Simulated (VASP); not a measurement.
The system is FeS2.

```
Fe S
1.0
     5.39682    0.00000    0.00000
     0.00000    5.39682    0.00000
     0.00000    0.00000    5.39682
Fe S
4 8
Cartesian
  0.0000 2.6984 2.6984
  2.6984 2.6984 0.0000
  2.6984 0.0000 2.6984
  0.0000 0.0000 0.0000
  2.0798 0.6186 4.7782
  0.6186 4.7782 2.0798
  4.7782 2.0798 0.6186
  3.3170 3.3170 3.3170
  2.0798 2.0798 2.0798
  0.6186 3.3170 4.7782
  4.7782 0.6186 3.3170
  3.3170 4.7782 0.6186
```

* Program: VASP 6.6.1
* Task: relaxation of cell and atoms
* Functional: PBE
* Potentials or basis: VASP PAW PBE potentials, release 64 (Fe, S)
* Cutoff: 600 eV
* k mesh: 4 × 4 × 4
* Occupations: fermi-dirac, width 0.02 eV
* Spin: no spin polarisation

At the start: pressure 1.1 GPa; volume 13.10 Å³/atom.

Task: Where does the relaxation end?

Result: Over 5 steps the energy falls by 2.5 meV/atom and the volume is 13.16 Å³/atom (+0.5 %); space group Pa-3 (No. 205, to 0.1 Å) before and after.

The path:
| step | energy change (eV) | largest force (eV/Å) | pressure (GPa) | volume (Å³) |
| --- | --- | --- | --- | --- |
| 1 | 0.0000 | 0.3542 | 1.07 | 157.19 |
| 2 | -0.0247 | 0.0348 | -1.20 | 159.19 |
| 3 | -0.0255 | 0.0796 | -0.87 | 158.88 |
| 4 | -0.0296 | 0.0151 | 0.27 | 157.65 |
| 5 | -0.0299 | 0.0040 | 0.04 | 157.90 |

Final structure:
```cif
data_structure
_symmetry_space_group_name_H-M 'P 1'
_symmetry_Int_Tables_number 1
_cell_length_a 5.4049
_cell_length_b 5.4049
_cell_length_c 5.4049
_cell_angle_alpha 90.000
_cell_angle_beta 90.000
_cell_angle_gamma 90.000
_cell_volume 157.90
loop_
_atom_site_label
_atom_site_type_symbol
_atom_site_fract_x
_atom_site_fract_y
_atom_site_fract_z
_atom_site_occupancy
Fe1 Fe 0.00000 0.50000 0.50000 1
Fe2 Fe 0.50000 0.50000 0.00000 1
Fe3 Fe 0.50000 0.00000 0.50000 1
Fe4 Fe 0.00000 0.00000 0.00000 1
S1 S 0.38326 0.11674 0.88326 1
S2 S 0.11674 0.88326 0.38326 1
S3 S 0.88326 0.38326 0.11674 1
S4 S 0.61674 0.61674 0.61674 1
S5 S 0.38326 0.38326 0.38326 1
S6 S 0.11674 0.61674 0.88326 1
S7 S 0.88326 0.11674 0.61674 1
S8 S 0.61674 0.88326 0.11674 1
```
